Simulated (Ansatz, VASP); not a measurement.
**Two plane-wave programs on Sn**

INCAR

```
PREC = Accurate ; ENCUT = 520
EDIFF = 1E-7 ; ISMEAR = -1
SIGMA = 0.1 ; LREAL = False
LASPH = True ; NELM = 100
ALGO = Normal ; ISIF = 2
LWAVE = False ; LCHARG = False
NBANDS = 21
```

The input KPOINTS:

```
Automatic mesh
0
Gamma
  2 2 2
```

Contents of POSCAR:

```
Sn
1.0
    0.0000000000      3.2380799619      3.2380799619
    3.2380799619      0.0000000000      3.2380799619
    3.2380799619      3.2380799619      0.0000000000
Sn
2
Direct
    0.5000000000      0.5000000000      0.5000000000
    0.7500000000      0.7500000000      0.7500000000
```

Input for Ansatz:

```yaml
crystal:
  lattice:
    - [0.0, 3.2380799619, 3.2380799619]
    - [3.2380799619, 0.0, 3.2380799619]
    - [3.2380799619, 3.2380799619, 0.0]
  atoms:
    - { symbol: Sn, position: [0.5, 0.5, 0.5] }
    - { symbol: Sn, position: [0.75, 0.75, 0.75] }
hamiltonian:
  xc: lda
  pseudopotentials:
    kind: paw
    azcp:
      Sn: "pseudopotentials/Sn.paw.azcp"
basis:
  ecutwfc: 420
  fft_grid_basis: typed
kpoints:
  mp_grid: { grid: [2, 2, 2], shift: [0, 0, 0] }
magnetization:
  spin_polarized: false
scf:
  occupations: { method: fermi_dirac, width: 0.1 }
  lower_state_search: "off"
output:
  stress: true
```

Alike in both runs: task single point; functional LDA; k mesh 2 × 2 × 2; occupations fermi-dirac, width 0.1 eV; no spin polarisation.

|  | VASP | Ansatz |
| --- | --- | --- |
| version | VASP 6.6.1 | Ansatz 0.2.0 |
| potentials or method | VASP PAW LDA potentials, release 64 (Sn_d), cutoff 520 eV | plane waves (420 eV) with PAW, scalar-relativistic |
| valence electrons in the cell | 28 | 28 |

|  | VASP | Ansatz | Ansatz less VASP |
| --- | --- | --- | --- |
| pressure (GPa) | 8.8 | 8.8 | -0.01 |

Ansatz warns that its potentials were made for another functional, while VASP's fit it. LDA's correlation is that of Perdew and Zunger in VASP and of Perdew and Wang (1992) in Ansatz.

The k mesh is coarse, so the values compare programs but aren't converged.
